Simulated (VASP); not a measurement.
# Sb (P6_3/mmc) in VASP: notebook, part 2 of 2

VASP 6.6.1. The steps go on from the part before.

## 5. Single point, PBE

This run uses another cell than the first one, of 27.44 Å³/atom.

Input file INCAR:

```
SYSTEM = Sb
PREC = Accurate
ENCUT = 520
EDIFF = 1E-6
ISMEAR = -1
SIGMA = 0.1
LREAL = .False.
LASPH = .True.
NELM = 80
ALGO = Normal
ISIF = 2
LWAVE = .False.
LCHARG = .True.
GGA = PE
LELF = .True.
LVHAR = .True.
NBANDS = 18
```

Input file KPOINTS:

```
Automatic mesh
0
Gamma
  14 14 4
  0 0 0
```

Input file POSCAR:

```
Sb
1.0
    3.3430957142      0.0000000000      0.0000000000
   -1.6715478571      2.8952058158      0.0000000000
    0.0000000000      0.0000000000     11.3397032714
Sb
4
Direct
    1.0000000000      1.0000000000      1.0000000000
    1.0000000000      1.0000000000      0.5000000000
    0.3333333333      0.6666666667      0.2500000000
    0.6666666667      0.3333333333      0.7500000000
```

Potentials or basis: VASP PAW PBE potentials, release 64 (Sb).

On the command line:

```
cat potpaw_PBE.64/Sb/POTCAR > POTCAR
mpirun -np 1 vasp_std > vasp.out
```

OUTCAR:

```text
SYSTEM = Sb
   PREC = Accurate
   ENCUT = 520
   EDIFF = 1E-6
   ISMEAR = -1
   LREAL = .False.
   LASPH = .True.
   NELM = 80
   ISIF = 2
   GGA = PE

 ion  position               nearest neighbor table
   1  0.000  0.000  0.000-   3 3.43   4 3.43   4 3.43   3 3.43   4 3.43   3 3.43
   2  0.000  0.000  0.500-   3 3.43   4 3.43   4 3.43   3 3.43   4 3.43   3 3.43
   3  0.333  0.667  0.250-   1 3.43   2 3.43   1 3.43   2 3.43   1 3.43   2 3.43
   4  0.667  0.333  0.750-   1 3.43   2 3.43   1 3.43   2 3.43   1 3.43   2 3.43

  LATTYP: Found a hexagonal cell.
 ALAT       =     3.3430957142
 C/A-ratio  =     3.3919768504

  Lattice vectors:

 A1 = (   3.3430957142,   0.0000000000,   0.0000000000)
 A2 = (  -1.6715478571,   2.8952058158,   0.0000000000)
 A3 = (   0.0000000000,   0.0000000000,  11.3397032714)

Analysis of symmetry for initial positions (statically):
=====================================================================
 Subroutine PRICEL returns:
 Original cell was already a primitive cell.

 Routine SETGRP: Setting up the symmetry group for a
 hexagonal supercell.

 Subroutine GETGRP returns: Found 24 space group operations
 (whereof 12 operations were pure point group operations)
 out of a pool of 24 trial point group operations.
[... 173 lines left out ...]
 fundamental gap:      0.0167922107
 Fermi energy:         8.3191589805

 k-point     1 :       0.0000    0.0000    0.0000
  band No.  band energies     occupation
      1      -4.5024      2.00000
      2      -3.3934      2.00000
      3      -3.3780      2.00000
      4      -1.1983      2.00000
      5       2.5394      2.00000
      6       7.0537      1.99999
[... 481 lines left out ...]
      5       3.9023      2.00000
      6       4.1566      2.00000
[... 10 lines left out ...]
     17      13.9616      0.00000
     18      14.2260      0.00000

 [... further k-points ...]

------------------------ aborting loop because EDIFF is reached ----------------------------------------

  FORCE on cell =-STRESS in cart. coord.  units (eV):
  Direction    XX          YY          ZZ          XY          YZ          ZX
  --------------------------------------------------------------------------------------
  -------------------------------------------------------------------------------------
  Total       -0.0138476     -0.0138476     -0.2027513      0.0000000      0.0000000     -0.0000000
  in kB       -0.2021410     -0.2021410     -2.9596774      0.0000000      0.0000000     -0.0000000
  external PRESSURE =      -1.1213198 kB  Pullay stress =       0.0000000 kB

 VOLUME and BASIS-vectors are now :
 -----------------------------------------------------------------------------
  energy-cutoff  :      520.00
  volume of cell :      109.76
      direct lattice vectors                 reciprocal lattice vectors
     3.343095714  0.000000000  0.000000000     0.299123951  0.172699294  0.000000000
    -1.671547857  2.895205816  0.000000000     0.000000000  0.345398588  0.000000000
     0.000000000  0.000000000 11.339703271     0.000000000  0.000000000  0.088185729

 POSITION                                       TOTAL-FORCE (eV/Angst)
 -----------------------------------------------------------------------------------
      0.00000      0.00000      0.00000        -0.000000      0.000000      0.000000
      0.00000      0.00000      5.66985        -0.000000      0.000000      0.000000
     -0.00000      1.93014      2.83493         0.000000     -0.000000      0.000000
      1.67155      0.96507      8.50478        -0.000000      0.000000     -0.000000
 -----------------------------------------------------------------------------------
    total drift:                                0.000000     -0.000000      0.000000

  FREE ENERGIE OF THE ION-ELECTRON SYSTEM (eV)
  ---------------------------------------------------
  free  energy   TOTEN  =       -15.4510644477 eV

  energy  without entropy=      -15.3701278353  energy(sigma->0) =      -15.41059614
```

stdout:

```text
POSCAR found type information on POSCAR Sb
 POSCAR found :  1 types and       4 ions
 scaLAPACK will be used
 LDA part: xc-table for (Slater+PW92), standard interpolation
 POSCAR, INCAR and KPOINTS ok, starting setup
 FFT: planning ... GRIDC
 FFT: planning ... GRID_SOFT
 FFT: planning ... GRID
 WAVECAR not read
 entering main loop
```

It took 3.2 min on 1 thread of Intel Xeon 8259CL, shared host; peak memory 0.3 GiB.

Results:

| Quantity | Value |
| --- | --- |
| Free energy | -15.4511 eV |
| Pressure | -0.1 GPa |
| Band gap on the k mesh | zero (bands 10 and 11 overlap by 6.80 eV) |

Stress tensor (GPa, compression positive):
```
-0.02  0.00  0.00
 0.00 -0.02  0.00
 0.00  0.00 -0.30
```

Caveat: spin-orbit coupling is left out, which moves the levels of the heavy elements.

## 6. The runs side by side

| cell | gap on the mesh (eV) | pressure (GPa) |
| --- | --- | --- |
| a = 3.204, b = 3.204, c = 10.867 Å, angles 90.0, 90.0, 120.0°, 4 atoms | none | 10.1 |
| a = 3.251, b = 3.251, c = 11.029 Å, angles 90.0, 90.0, 120.0°, 4 atoms | none | 5.9 |
| a = 3.298, b = 3.298, c = 11.186 Å, angles 90.0, 90.0, 120.0°, 4 atoms | none | 2.5 |
| a = 3.343, b = 3.343, c = 11.340 Å, angles 90.0, 90.0, 120.0°, 4 atoms | none | -0.1 |

Alike in all rows: task single point; level PBE; potentials or basis VASP PAW PBE potentials, release 64 (Sb); no spin polarisation; k mesh 14 × 14 × 4; cutoff (eV) 520; smearing fermi-dirac 0.1 eV.

Caveats: spin-orbit coupling is left out, which moves the levels of the heavy elements; the cell stands under pressure (at least some runs).

Total energies depend on the potentials used, so only differences within one code and one set of settings carry meaning.

The gap in the log of VASP goes by the Fermi energy; the results here count the filled bands.